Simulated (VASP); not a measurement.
Input of a VASP 6.6.1 run:

Contents of POSCAR:

```
BN
1.0
    0.0000000000      1.8130010000      1.8401960150
    1.8130010000      0.0000000000      1.8401960150
    1.8130010000      1.8130010000      0.0000000000
B N
1 1
Direct
    0.0000000000      0.0000000000      0.0000000000
    0.7500000000      0.7500000000      0.7500000000
```

File INCAR.step1:

```
PREC     = Accurate       # precision mode
ENCUT    = 520            # plane-wave cutoff, eV
ISMEAR   = 0              # smearing method
SIGMA    = 0.05           # smearing width, eV
LREAL    = False          # projectors in reciprocal space
LASPH    = True           # aspherical terms in the spheres
NELM     = 60             # most SCF steps
NBANDS   = 11             # bands
GGA      = PE             # functional
ALGO     = Normal         # electronic algorithm
EDIFF    = 1E-4           # SCF threshold, eV
LWAVE    = True           # write WAVECAR
LCHARG   = False          # write CHGCAR
```

INCAR.step2

```
PREC     = Accurate       # precision mode
ENCUT    = 520            # plane-wave cutoff, eV
EDIFF    = 1E-7           # SCF threshold, eV
ISMEAR   = 0              # smearing method
SIGMA    = 0.05           # smearing width, eV
LREAL    = False          # projectors in reciprocal space
LASPH    = True           # aspherical terms in the spheres
NELM     = 60             # most SCF steps
ALGO     = Normal         # electronic algorithm
ISIF     = 2              # what is computed and relaxed
LWAVE    = False          # write WAVECAR
LCHARG   = True           # write CHGCAR
METAGGA  = R2SCAN         # meta-GGA
LMIXTAU  = True         
LELF     = True           # ELF
LVHAR    = True         
NBANDS   = 11             # bands
ISTART   = 1
```

The input KPOINTS:

```
regular mesh
0
Gamma
  12 12 12
```

Potentials or basis: VASP PAW PBE potentials, release 64 (B, N).

Launch:

```bash
$ cat potpaw_PBE.64/B/POTCAR potpaw_PBE.64/N/POTCAR > POTCAR
$ cp INCAR.step1 INCAR
$ mpirun -np 1 vasp_std > vasp.out
$ cp INCAR.step2 INCAR
$ mpirun -np 1 vasp_std > vasp.out
```

**Question.** What does it give for the band gap on the k mesh?

**Answer.** 4.81 eV, indirect (least direct gap 9.32 eV).

**Question.** What does it give for the pressure?

**Answer.** -9.6 GPa.

Stress tensor (GPa, compression positive):
```
 -6.37   0.00   0.00
  0.00  -6.37   0.00
  0.00   0.00 -15.92
```

Caveat: the cell differs from its parent crystal (strain +0.000 along x and y, +0.015 along z); the PAW data sets were made with another functional, which shifts forces and pressure a little. A k mesh can miss the band edges.
